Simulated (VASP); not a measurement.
# Rb3Sc2N3 (P4mm) in VASP: notebook, part 2 of 2

VASP 6.6.1. Earlier steps stand in the parts before.

## 3. Relaxation of cell and atoms, PBE

This run uses another cell than the first one, of 27.95 Å³/atom.

The input, INCAR:

```
SYSTEM = Rb3Sc2N3
PREC = Accurate
ENCUT = 600
EDIFF = 1E-6
ISMEAR = 0
SIGMA = 0.15
LREAL = .FALSE.
LASPH = .TRUE.
NELM = 100
ALGO = Normal
ISIF = 3
LWAVE = .FALSE.
LCHARG = .FALSE.
GGA = PE
IBRION = 2
NSW = 36
EDIFFG = -0.08
```

The input, KPOINTS:

```
regular mesh
0
G
  2 2 2
  0 0 0
```

The input, POSCAR:

```
Rb3Sc2N3
1.0
    5.5240966100      0.0000000000      0.0000000000
    0.0000000000      5.5240966100      0.0000000000
    0.0000000000      0.0000000000      7.3280794600
Rb Sc N
3 2 3
Direct
    0.0000000000      0.5000000000      0.3203952800
    0.5000000000      0.0000000000      0.3203952800
    0.5000000000      0.5000000000      0.4454326300
    0.0000000000      0.5000000000      0.9509362200
    0.5000000000      0.0000000000      0.9509362200
    0.0000000000      0.5000000000      0.5677843200
    0.5000000000      0.0000000000      0.5677843200
    0.5000000000      0.5000000000      0.7371566800
```

Potentials or basis: VASP PAW PBE potentials, release 64 (Rb_sv, Sc_sv, N).

Run with:

```sh
> cat potpaw_PBE.64/Rb_sv/POTCAR potpaw_PBE.64/Sc_sv/POTCAR potpaw_PBE.64/N/POTCAR > POTCAR
> mpirun -np 1 vasp_std > vasp.out
```

OUTCAR:

```text
SYSTEM = Rb3Sc2N3
   PREC = Accurate
   ENCUT = 600
   EDIFF = 1E-6
   ISMEAR = 0
   LREAL = .FALSE.
   LASPH = .TRUE.
   NELM = 100
   ISIF = 3
   GGA = PE
   IBRION = 2
   NSW = 36
   EDIFFG = -0.08

 ion  position               nearest neighbor table
   1  0.000  0.500  0.320-   6 1.81   4 2.71   3 2.91   3 2.91   2 3.91   2 3.91   2 3.91   2 3.91

   2  0.500  0.000  0.320-   7 1.81   5 2.71   3 2.91   3 2.91   1 3.91   1 3.91   1 3.91   1 3.91

   3  0.500  0.500  0.445-   8 2.14   7 2.90   6 2.90   7 2.90   6 2.90   2 2.91   2 2.91   1 2.91
                             1 2.91   4 4.56   5 4.56   4 4.56   5 4.56
   4  0.000  0.500  0.951-   1 2.71   3 4.56   3 4.56
   5  0.500  0.000  0.951-   2 2.71   3 4.56   3 4.56
   6  0.000  0.500  0.568-   1 1.81   3 2.90   3 2.90
   7  0.500  0.000  0.568-   2 1.81   3 2.90   3 2.90
   8  0.500  0.500  0.737-   3 2.14

 -----------------------------------------------------------------------------
|                                                                             |
|           W    W    AA    RRRRR   N    N  II  N    N   GGGG   !!!           |
|           W    W   A  A   R    R  NN   N  II  NN   N  G    G  !!!           |
|           W    W  A    A  R    R  N N  N  II  N N  N  G       !!!           |
|           W WW W  AAAAAA  RRRRR   N  N N  II  N  N N  G  GGG   !            |
|           WW  WW  A    A  R   R   N   NN  II  N   NN  G    G                |
|           W    W  A    A  R    R  N    N  II  N    N   GGGG   !!!           |
[... 193 lines left out ...]
  -------------------------------------------------------------------------------------
  Total        0.1871105      0.1871105     20.7717046      0.0000000      0.0000000      0.0000000
  in kB        1.3405902      1.3405902    148.8229878      0.0000000      0.0000000      0.0000000
  external PRESSURE =      50.5013894 kB  Pullay stress =       0.0000000 kB
[... 107 lines left out ...]
  FREE ENERGIE OF THE ION-ELECTRON SYSTEM (eV)
  ---------------------------------------------------
  free  energy   TOTEN  =       -26.2065313351 eV

  energy  without entropy=      -26.1155828333  energy(sigma->0) =      -26.16105708

[... ionic steps 4 to 27 ...]

--------------------------------------- Ionic step       28  -------------------------------------------

 number of electron      64.0000004 magnetization

------------------------ aborting loop because EDIFF is reached ----------------------------------------
[... 79 lines left out ...]
--------------------------------------- Ionic step       30  -------------------------------------------

 number of electron      64.0000004 magnetization

 Free energy of the ion-electron system (eV)
  ---------------------------------------------------
  ext. energy  EPLUGINS =         0.00000000
  ---------------------------------------------------
  free energy    TOTEN  =       -36.64226272 eV

  energy without entropy =      -36.55594023  energy(sigma->0) =      -36.59910148

 E-fermi :   1.6704     XC(G=0):  -8.4001

 val. band max:        1.6668466078   @ k =   0.0000   0.0000   0.0000
 cond. band min:       1.6840030994   @ k =   0.0000   0.0000   0.5000
 fundamental gap:      0.0171564916
 Fermi energy:         1.6703537283

 k-point     1 :       0.0000    0.0000    0.0000
  band No.  band energies     occupation
      1     -46.9643      2.00000
      2     -46.9530      2.00000
      3     -26.9880      2.00000
      4     -26.8093      2.00000
      5     -25.8673      2.00000
      6     -25.8673      2.00000
[... 270 lines left out ...]
  FREE ENERGIE OF THE ION-ELECTRON SYSTEM (eV)
  ---------------------------------------------------
  free  energy   TOTEN  =       -36.6422627237 eV

  energy  without entropy=      -36.5559402264  energy(sigma->0) =      -36.59910148

 reached required accuracy - stopping structural energy minimisation
```

It took 37 min on 1 thread of AMD EPYC 7R13 (Zen 3), shared host; peak memory 0.4 GiB.

What came out:

* Free energy: -36.6423 eV
* Relaxed volume: 25.47 Å³/atom
* Relaxed cell: a = 5.092 Å, b = 5.092 Å, c = 7.859 Å, α = 90.00°, β = 90.00°, γ = 90.00°
* Space group after relaxing (to 0.1 Å): P4mm (No. 99)
* Energy gained by relaxing: 2114.9 meV/atom
* Ionic steps: 30
* Pressure after relaxing: 0.0 GPa
* Largest force after relaxing: 0.035 eV/Å
* Band gap on the k mesh: zero (bands 32 and 33 overlap by 0.02 eV)

Forces in eV/Å, atoms in the order of the input:
```
Rb   0.000  0.000  0.021
Rb   0.000  0.000  0.021
Rb   0.000  0.000 -0.035
Sc   0.000  0.000 -0.016
Sc   0.000  0.000 -0.016
N    0.000  0.000  0.003
N    0.000  0.000  0.003
N    0.000  0.000  0.021
```

The path:
```
step  energy change (eV)  largest force (eV/Å)  pressure (GPa)  volume (Å³)
   1              0.0000                7.1894            5.05       223.62
   2             -6.3345                5.5743           -5.29       252.20
   3             -6.4835                5.6361           -5.54       255.07
   4            -12.7966                3.4566           -0.49       227.36
   5            -12.8295                3.4325            1.05       225.19
   6            -12.8392                3.4414            0.51       225.91
   7            -14.1378                2.6568            0.24       225.38
   8            -16.1680                2.0562            1.65       223.80
   9            -15.7259                2.4810           -4.78       238.07
  10            -16.4103                1.3128           -1.40       228.62
  11            -16.4123                1.3636           -1.22       228.25
  12            -16.6413                0.4958           -0.72       223.20
  13            -16.6554                0.3144           -0.50       221.64
  14            -16.6845                0.7964            0.70       217.65
  15            -16.6855                0.6802            0.51       218.21
  16            -16.7059                0.6152            0.48       217.59
  17            -16.7524                0.5313            0.42       215.70
  18            -16.7659                0.6553            0.47       211.79
  19            -16.7737                0.6153            0.45       213.21
  20            -16.8007                0.5312           -0.35       214.04
  21            -16.8033                0.4962           -0.66       214.39
  22            -16.8283                0.4393           -0.63       213.60
  23            -16.8759                0.2738           -0.45       211.22
  24            -16.8612                0.5893            0.14       206.44
  25            -16.8867                0.2036           -0.25       209.28
  26            -16.8990                0.1502           -0.19       207.65
  27            -16.9159                0.1195            0.07       202.82
  28            -16.9179                0.1217            0.25       203.01
  29            -16.9180                0.1078            0.23       202.99
  30            -16.9192                0.0352            0.02       203.78
```

Final structure:
```xyz
8
Lattice="5.0922 0.0000 0.0000 0.0000 5.0922 0.0000 0.0000 0.0000 7.8589" Properties=species:S:1:pos:R:3 pbc="T T T"
Rb    0.0000    2.5461    1.9883
Rb    2.5461    5.0922    1.9883
Rb    2.5461    2.5461    4.1558
Sc    0.0000    2.5461    6.5892
Sc    2.5461    0.0000    6.5892
N     5.0922    2.5461    4.7562
N     2.5461    0.0000    4.7562
N     2.5461    2.5461    7.3774
```

Caveat: the k points lie up to 0.62 Å⁻¹ apart in the final cell; semilocal functionals underestimate gaps, and a narrow one can read as zero; the relaxation stopped at a loose force limit of 0.08 eV/Å, so its end isn't a converged minimum.
